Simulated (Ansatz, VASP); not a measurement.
**Two plane-wave programs on Ru**

```
Ru
1.0
     2.70756    0.00000    0.00000
    -2.70756    4.68964    0.00000
     0.00000    0.00000    4.28750
Ru
4
Direct
  0.33330 0.33335 0.25000
  0.33330 0.83335 0.25000
  0.66660 0.16665 0.75000
  0.66660 0.66665 0.75000
```

Alike in both runs: task single point; functional PBE; k mesh 8 × 4 × 4; occupations fermi-dirac, width 0.1233 eV; no spin polarisation.

|  | VASP | Ansatz |
| --- | --- | --- |
| version | VASP 6.6.1 | Ansatz 0.2.0 |
| potentials or method | VASP PAW PBE potentials, release 64 (Ru_pv), cutoff 500 eV | PAW plane waves |
| valence electrons in the cell | 56 | 64 |

```tsv
	VASP	Ansatz	Ansatz less VASP
gap on the k mesh at the Fermi level (eV)	none	none	-
pressure (GPa)	3.7	3.8	+0.04
traceless stress, the component that is largest in VASP (GPa)	-0.16	-0.16	-0.007
```

A gap of «none» marks a metal or a gap that the smearing closes. VASP's potentials hold 56 valence electrons a cell and Ansatz's 64, so a difference there can come from the potentials and not from the codes.

The k mesh is coarse, so the values compare programs but aren't converged.
